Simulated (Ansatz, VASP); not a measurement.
## Si: VASP beside Ansatz

File POSCAR:

```
Si
1.0
    0.0000000000      2.7200000000      2.7200000000
    2.7200000000      0.0000000000      2.7200000000
    2.7200000000      2.7200000000      0.0000000000
Si
2
Direct
    0.0000000000      0.0000000000      0.0000000000
    0.2500000000      0.2500000000      0.2500000000
```

File INCAR.step1:

```
  PREC = Accurate
  ENCUT = 550
  ISMEAR = 0
  SIGMA = 0.1
  LREAL = F
  LASPH = T
  NELM = 120
  NBANDS = 11
  GGA = PE
  ALGO = Normal
  EDIFF = 1E-5
  LWAVE = T
  LCHARG = F
  GGA_COMPAT = F
```

The input INCAR.step2:

```
  PREC = Accurate
  ENCUT = 550
  EDIFF = 1E-6
  ISMEAR = 0
  SIGMA = 0.1
  LREAL = F
  LASPH = T
  NELM = 120
  ALGO = Normal
  ISIF = 2
  LWAVE = F
  LCHARG = F
  METAGGA = R2SCAN
  LMIXTAU = T
  NBANDS = 11
  ISTART = 1
  GGA_COMPAT = F
```

File KPOINTS:

```
regular mesh
0
Gamma
  6 6 6
```

Input for Ansatz:

```yaml
crystal:
  lattice:
    - [0.0, 2.72, 2.72]
    - [2.72, 0.0, 2.72]
    - [2.72, 2.72, 0.0]
  atoms:
    - { symbol: Si, position: [0.0, 0.0, 0.0] }
    - { symbol: Si, position: [0.25, 0.25, 0.25] }
basis:
  ecutwfc: 500
kpoints:
  mp_grid: { grid: [6, 6, 6] }
hamiltonian:
  xc: r2scan
  pseudopotentials: { kind: paw, azcp: { folder: soft_1 } }
scf:
  occupations: { method: gaussian, width: 0.1 }
output:
  forces: true
  stress: true
  eigenvalues: true
```

Alike in both runs: task single point; functional r2SCAN; k mesh 6 × 6 × 6; occupations gaussian, width 0.1 eV; no spin polarisation.

```csv
,VASP,Ansatz
version,VASP 6.6.1,Ansatz 0.2.0
potentials or method,"VASP PAW PBE potentials, release 64 (Si), cutoff 550 eV","scalar-relativistic, plane waves, PAW"
valence electrons in the cell,8,8
```

|  | VASP | Ansatz | Ansatz less VASP |
| --- | --- | --- | --- |
| gap on the k mesh at the Fermi level (eV) | 0.93 | 0.91 | -0.013 |
| least direct gap on the mesh (eV) | 2.75 | 2.74 | -0.017 |
| pressure (GPa) | 0.1 | 0.3 | +0.23 |

VASP's potentials were made for PBE, not for r2SCAN.
